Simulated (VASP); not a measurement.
# Al2O3 (P-6m2) in VASP: a series of runs

Runs on Al2O3. Level: PBE+D3(BJ). Tasks: single point.

Everything below comes from runs of VASP 6.6.1. Logs are shortened: lines on timing, memory, paths and dates and some standing lists are left out, and cuts for length are marked.

## (1) The cell of the first run

The structure is hexagonal, space group P-6m2 (No. 187). The conventional cell has a = 2.953 Å, b = 2.953 Å, c = 7.734 Å, α = 90.00°, β = 90.00°, γ = 120.00°. Al (site symmetry 3m) has 6 O at 1.85 to 2.25 Å within 2.5 Å. O (site symmetry 3m) has 3 Al at 1.85 Å within 2.5 Å. Within 3.0 Å of O (site symmetry -6m2) lie 6 Al at 2.25 Å and 12 O at 2.78 to 2.95 Å.

## (2) Single point, PBE+D3(BJ)

Input file INCAR:

```
PREC = Accurate
ENCUT = 520
EDIFF = 1E-7
ISMEAR = 0
SIGMA = 0.05
LREAL = False
LASPH = True
NELM = 100
ALGO = Normal
ISIF = 2
LWAVE = False
LCHARG = False
GGA = PE
IVDW = 12
NBANDS = 20
```

Input file KPOINTS:

```
Automatic mesh
0
Gamma
  9 9 4
```

Input file POSCAR:

```
Al2O3
1.0
    2.9532000000      0.0000000000      0.0000000000
   -1.4766000000      2.5575462224      0.0000000000
    0.0000000000      0.0000000000      7.7340000000
Al O
2 3
Direct
    0.0000000000      0.0000000000      0.1907358529
    0.0000000000      0.0000000000      0.8092641471
    0.3333333333      0.6666666667      0.2840924954
    0.6666666667      0.3333333333      0.0000000000
    0.3333333333      0.6666666667      0.7159075046
```

Potentials or basis: VASP PAW PBE potentials, release 64 (Al, O).

Command:

```console
$ cat potpaw_PBE.64/Al/POTCAR potpaw_PBE.64/O/POTCAR > POTCAR
$ mpirun -np 1 vasp_std > vasp.out
```

OUTCAR:

```text
PREC = Accurate
   ENCUT = 520
   EDIFF = 1E-7
   ISMEAR = 0
   LREAL = False
   LASPH = True
   NELM = 100
   ISIF = 2
   GGA = PE
   IVDW = 12
 IVDW          = 12

 ion  position               nearest neighbor table
   1  0.000  0.000  0.191-   3 1.85   3 1.85   3 1.85   4 2.25   4 2.25   4 2.25   2 2.95
   2  0.000  0.000  0.809-   5 1.85   5 1.85   5 1.85   4 2.25   4 2.25   4 2.25   1 2.95
   3  0.333  0.667  0.284-   1 1.85   1 1.85   1 1.85
   4  0.667  0.333  0.000-   1 2.25   2 2.25   1 2.25   2 2.25   1 2.25   2 2.25
   5  0.333  0.667  0.716-   2 1.85   2 1.85   2 1.85

  LATTYP: Found a hexagonal cell.
 ALAT       =     2.9532000000
 C/A-ratio  =     2.6188541243

  Lattice vectors:

 A1 = (   2.9532000000,   0.0000000000,   0.0000000000)
 A2 = (  -1.4766000000,   2.5575462224,   0.0000000000)
 A3 = (   0.0000000000,   0.0000000000,   7.7340000000)

Analysis of symmetry for initial positions (statically):
=====================================================================
 Subroutine PRICEL returns:
 Original cell was already a primitive cell.

 Routine SETGRP: Setting up the symmetry group for a
 hexagonal supercell.

 Subroutine GETGRP returns: Found 12 space group operations
 (whereof 12 operations were pure point group operations)
 out of a pool of 24 trial point group operations.

The static configuration has the point symmetry D_3h.

Analysis of symmetry for dynamics (positions and initial velocities):
=====================================================================
 Subroutine PRICEL returns:
 Original cell was already a primitive cell.

 Routine SETGRP: Setting up the symmetry group for a
 hexagonal supercell.

 Subroutine GETGRP returns: Found 12 space group operations
 (whereof 12 operations were pure point group operations)
 out of a pool of 24 trial point group operations.

The dynamic configuration has the point symmetry D_3h.

 Subroutine INISYM returns: Found 12 space group operations
 (whereof 12 operations are pure point group operations),
 and found     1 'primitive' translations

----------------------------------------------------------------------------------------

                                     Primitive cell

  volume of cell :      58.4145

  direct lattice vectors                    reciprocal lattice vectors
     2.953200000  0.000000000  0.000000000     0.338615739  0.195499888  0.000000000
    -1.476600000  2.557546222  0.000000000     0.000000000  0.390999776  0.000000000
     0.000000000  0.000000000  7.734000000     0.000000000  0.000000000  0.129299198

  length of vectors
     2.953200000  2.953200000  7.734000000     0.390999776  0.390999776  0.129299198

  position of ions in fractional coordinates (direct lattice)
     0.000000000  0.000000000  0.190735853
     0.000000000  0.000000000  0.809264147
     0.333333333  0.666666667  0.284092495
     0.666666667  0.333333333  0.000000000
     0.333333333  0.666666667  0.715907505

  ion indices of the primitive-cell ions
   primitive index   ion index
                 1           1
                 2           2
                 3           3
                 4           4
                 5           5

----------------------------------------------------------------------------------------

 KPOINTS: Automatic mesh

Automatic generation of k-mesh.
 Grid dimensions read from file:
 generate k-points for:    9    9    4

 Generating k-lattice:

  Cartesian coordinates                     Fractional coordinates (reciprocal lattice)
     0.037623971  0.021722210  0.000000000     0.111111111 -0.000000000  0.000000000
     0.000000000  0.043444420  0.000000000     0.000000000  0.111111111  0.000000000
     0.000000000  0.000000000  0.032324800     0.000000000  0.000000000  0.250000000

  Length of vectors
     0.043444420  0.043444420  0.032324800

  Shift w.r.t. Gamma in fractional coordinates (k-lattice)
     0.000000000  0.000000000  0.000000000

 Subroutine IBZKPT returns following result:
 ===========================================

 Found     36 irreducible k-points:

 Following reciprocal coordinates:
            Coordinates               Weight
  0.000000  0.000000  0.000000      1.000000
  0.111111  0.000000  0.000000      6.000000
  0.222222  0.000000  0.000000      6.000000
  0.333333  0.000000  0.000000      6.000000
  0.444444  0.000000  0.000000      6.000000
  0.111111  0.111111  0.000000      6.000000
[... 16 lines left out ...]
  0.333333  0.222222  0.250000     24.000000
  0.333333  0.333333  0.250000      4.000000
 [... further k-points ...]
   k-points           NKPTS =     36   k-points in BZ     NKDIM =     36   number of bands    NBANDS=     20
   number of dos      NEDOS =    301   number of ions     NIONS =      5
   total plane-waves  NPLWV =  34560
   dimension x,y,z NGX =    24 NGY =   24 NGZ =   60
   dimension x,y,z NGXF=    48 NGYF=   48 NGZF=  120
   ions per type =               2   3
   NGX,Y,Z   is equivalent  to a cutoff of  13.51, 13.51, 12.90 a.u.
   NGXF,Y,Z  is equivalent  to a cutoff of  27.02, 27.02, 25.79 a.u.
 SYSTEM =  unknown system
   PREC   = accura    normal or accurate (medium, high low for compatibility)
   ISTART =      0    job   : 0-new  1-cont  2-samecut
   ICHARG =      2    charge: 1-file 2-atom 10-const
   ISPIN  =      1    spin polarized calculation?
   LNONCOLLINEAR =      F non collinear calculations
   LSORBIT =      F    spin-orbit coupling
   LASPH  =      T    aspherical Exc in radial PAW
   ENCUT  =  520.0 eV  38.22 Ry    6.18 a.u.   5.49  5.49 14.38*2*pi/ulx,y,z
   NELM   =    100;   NELMIN=  2; NELMDL= -5     # of ELM steps
   EDIFF  = 0.1E-06   stopping-criterion for ELM
   LREAL  =      F    real-space projection
   EDIFFG = 0.1E-05   stopping-criterion for IOM
   NSW    =      0    number of steps for IOM
   IBRION =     -1    ionic relax: 0-MD 1-quasi-New 2-CG
   NFREE  =      0    steps in history (QN), initial steepest desc. (CG)
   ISIF   =      2    stress and relaxation
   ISYM   =      2    0-nonsym 1-usesym 2-fastsym
   POTIM  = 0.5000    time-step for ionic-motion
   TEBEG  =    0.0;   TEEND  =   0.0 temperature during run
   PSTRESS=    0.0 pullay stress
   NELECT =      24.0000    total number of electrons
   NUPDOWN=      -1.0000    fix difference up-down
   EMIN   =  10.00;   EMAX   =-10.00  energy-range for DOS
   EFERMI =   0.00;   METHOD = LEGACY
   ISMEAR =     0;   SIGMA  =   0.05  broadening in eV -4-tet -1-fermi 0-gaus
   EFERMI_NEDOS =   21; number of points for ismear=-14 and -15
   IALGO  =     38    algorithm
   IMIX   =      4    mixing-type and parameters
     AMIX     =   0.40;   BMIX     =  1.00
     AMIX_MAG =   1.60;   BMIX_MAG =  1.00
  volume/ion in A,a.u.               =      11.68        78.84
  Fermi-wavevector in a.u.,A,eV,Ry     =   1.217041  2.299873 20.152784  1.481188
  Thomas-Fermi vector in A             =   2.352374
   LORBIT       =      0    0 simple, 1 ext, 2 COOP (PROOUT), +10 PAW based schemes
   GGA     = PE    functional components
   LHFCALC =     F    Hartree Fock is set to
   AEXX    =    0.0000 exact exchange contribution
   IVDW    =    12    specifies the selected vdW correction
   LEPSILON=     F    determine dielectric tensor
   LRPA    =     F    only Hartree local field effects (RPA)
 non-spin polarized calculation
 Gauss-broadening in eV      SIGMA  =   0.05
  energy-cutoff  :      520.00
  volume of cell :       58.41
 maximum number of plane-waves:      1607
 NGX is ok and might be reduce to    24
   NGX = 11   NGY = 11   NGZ = 29

 number of electron      24.0000005 magnetization

 Free energy of the ion-electron system (eV)
  ---------------------------------------------------
  ext. energy  EPLUGINS =         0.00000000
  ---------------------------------------------------
  free energy    TOTEN  =       -36.10671205 eV

  energy without entropy =      -36.10671205  energy(sigma->0) =      -36.10671205

 E-fermi :   2.9144     XC(G=0):  -9.7874

 val. band max:        2.6337751379   @ k =   0.1111   0.1111   0.0000
 cond. band min:       6.4598229735   @ k =   0.0000   0.0000   0.0000
 fundamental gap:      3.8260478357
 Fermi energy:         2.9143598490

 k-point     1 :       0.0000    0.0000    0.0000
  band No.  band energies     occupation
      1     -15.5072      2.00000
      2     -14.8141      2.00000
      3     -13.7433      2.00000
      4      -2.1107      2.00000
      5       0.1779      2.00000
      6       1.2436      2.00000
[... 12 lines left out ...]
     19      16.7685      0.00000
     20      16.8506      0.00000

 k-point     2 :       0.1111    0.0000    0.0000
  band No.  band energies     occupation
      1     -15.3774      2.00000
      2     -14.7165      2.00000
      3     -13.6906      2.00000
      4      -2.0338      2.00000
      5       0.0459      2.00000
      6       0.7357      2.00000
[... 12 lines left out ...]
     19      16.1425      0.00000
     20      17.0134      0.00000

 k-point     3 :       0.2222    0.0000    0.0000
  band No.  band energies     occupation
      1     -15.0184      2.00000
      2     -14.4569      2.00000
      3     -13.5647      2.00000
      4      -1.9679      2.00000
      5      -0.8105      2.00000
      6      -0.1891      2.00000
[... 12 lines left out ...]
     19      15.5800      0.00000
     20      16.7795      0.00000

 k-point     4 :       0.3333    0.0000    0.0000
  band No.  band energies     occupation
      1     -14.5306      2.00000
      2     -14.1369      2.00000
      3     -13.4566      2.00000
      4      -2.3229      2.00000
      5      -2.0242      2.00000
      6      -0.9995      2.00000
[... 12 lines left out ...]
     19      15.7927      0.00000
     20      16.4514      0.00000

 k-point     5 :       0.4444    0.0000    0.0000
  band No.  band energies     occupation
      1     -14.1111      2.00000
      2     -13.9106      2.00000
      3     -13.4562      2.00000
      4      -2.7775      2.00000
      5      -2.7620      2.00000
      6      -1.5041      2.00000
[... 12 lines left out ...]
     19      16.0044      0.00000
     20      16.1467      0.00000

 k-point     6 :       0.1111    0.1111    0.0000
  band No.  band energies     occupation
      1     -15.1327      2.00000
      2     -14.5376      2.00000
      3     -13.6008      2.00000
      4      -1.9526      2.00000
      5      -0.3679      2.00000
      6      -0.0656      2.00000
[... 12 lines left out ...]
     19      15.5358      0.00000
     20      16.8578      0.00000

 k-point     7 :       0.2222    0.1111    0.0000
  band No.  band energies     occupation
      1     -14.7065      2.00000
      2     -14.2457      2.00000
      3     -13.4817      2.00000
      4      -2.0843      2.00000
      5      -1.4193      2.00000
      6      -0.8280      2.00000
[... 12 lines left out ...]
     19      15.2442      0.00000
     20      16.4619      0.00000
[... 277 lines left out ...]
 k-point    20 :       0.3333    0.1111    0.2500
  band No.  band energies     occupation
      1     -14.2297      2.00000
      2     -13.9820      2.00000
      3     -13.4260      2.00000
      4      -2.5164      2.00000
      5      -2.3842      2.00000
      6      -1.2620      2.00000
[... 12 lines left out ...]
     19      15.4377      0.00000
     20      15.9450      0.00000

 k-point    21 :       0.4444    0.1111    0.2500
  band No.  band energies     occupation
      1     -13.9831      2.00000
      2     -13.8644      2.00000
      3     -13.4577      2.00000
      4      -2.7692      2.00000
      5      -2.7210      2.00000
      6      -1.4362      2.00000
[... 12 lines left out ...]
     19      15.5787      0.00000
     20      15.8052      0.00000

 k-point    22 :       0.2222    0.2222    0.2500
  band No.  band energies     occupation
      1     -14.2830      2.00000
      2     -14.0061      2.00000
      3     -13.4134      2.00000
      4      -2.2835      2.00000
      5      -1.9948      2.00000
      6      -1.2821      2.00000
[... 12 lines left out ...]
     19      14.8702      0.00000
     20      15.7197      0.00000

 k-point    23 :       0.3333    0.2222    0.2500
  band No.  band energies     occupation
      1     -13.9334      2.00000
      2     -13.8296      2.00000
      3     -13.4345      2.00000
      4      -2.4615      2.00000
      5      -2.3697      2.00000
      6      -1.2471      2.00000
[... 12 lines left out ...]
     19      14.9106      0.00000
     20      15.6972      0.00000

 k-point    24 :       0.3333    0.3333    0.2500
  band No.  band energies     occupation
      1     -13.7948      2.00000
      2     -13.7637      2.00000
      3     -13.4613      2.00000
      4      -2.3997      2.00000
      5      -2.0554      2.00000
      6      -1.3390      2.00000
[... 12 lines left out ...]
     19      14.8662      0.00000
     20      15.7406      0.00000

 [... further k-points ...]

------------------------ aborting loop because EDIFF is reached ----------------------------------------

 Edisp (eV)   -0.86285

 E8    (eV) :    -0.3258

  FORCE on cell =-STRESS in cart. coord.  units (eV):
  Direction    XX          YY          ZZ          XY          YZ          ZX
  --------------------------------------------------------------------------------------
  -------------------------------------------------------------------------------------
  Total      -5.86021    -5.86021    -5.75699     0.00000    -0.00000     0.00000
  in kB    -160.73224  -160.73224  -157.90121     0.00000    -0.00000     0.00000
  external pressure =     -159.79 kB  Pullay stress =        0.00 kB

 VOLUME and BASIS-vectors are now :
 -----------------------------------------------------------------------------
  energy-cutoff  :      520.00
  volume of cell :       58.41
      direct lattice vectors                 reciprocal lattice vectors
     2.953200000  0.000000000  0.000000000     0.338615739  0.195499888  0.000000000
    -1.476600000  2.557546222  0.000000000     0.000000000  0.390999776  0.000000000
     0.000000000  0.000000000  7.734000000     0.000000000  0.000000000  0.129299198

 POSITION                                       TOTAL-FORCE (eV/Angst)
 -----------------------------------------------------------------------------------
      0.00000      0.00000      1.47515         0.000000      0.000000      0.034596
      0.00000      0.00000      6.25885         0.000000      0.000000     -0.034596
     -0.00000      1.70503      2.19717        -0.000000     -0.000000     -1.259664
      1.47660      0.85252      0.00000         0.000000      0.000000      0.000000
     -0.00000      1.70503      5.53683        -0.000000     -0.000000      1.259664
 -----------------------------------------------------------------------------------
    total drift:                               -0.000000      0.000000      0.000000

  FREE ENERGIE OF THE ION-ELECTRON SYSTEM (eV)
  ---------------------------------------------------
  free  energy   TOTEN  =       -36.9695640003 eV

  energy  without entropy=      -36.9695640003  energy(sigma->0) =      -36.96956400
```

Wall time 15 s (1 thread of Intel Xeon 6975P-C (Granite Rapids), shared host); peak memory 0.19 GiB.

What came out:

```yaml
Free_energy: -36.9696 eV
Pressure: -16.0 GPa
Largest_force: 1.260 eV/Å
Band_gap_on_the_k_mesh: 3.83 eV, indirect (least direct gap 3.91 eV)
Dispersion_energy_per_atom: -0.173 eV
```

Forces on the atoms (eV/Å):
```
Al   0.000  0.000  0.035
Al   0.000  0.000 -0.035
O    0.000  0.000 -1.260
O    0.000  0.000  0.000
O    0.000  0.000  1.260
```

Levels at points of the mesh, in eV from the valence-band top:
```
           k point  band 8  band 9  band 10  band 11  band 12  band 13  band 14  band 15  band 16  band 17
(0.00, 0.00, 0.00)   -1.26   -1.26    -0.38    -0.38    -0.09     3.83     7.14     7.19    11.10    12.23
(0.00, 0.00, 0.50)   -1.28   -1.28    -0.62    -0.38    -0.38     4.28     6.34     7.62    11.12    12.81
```

Caveat: forces of over 1 eV/Å act on the atoms, so gaps and moduli don't describe the material at rest. A k mesh can miss the band edges.

(Part 1 of 2 ends here.)
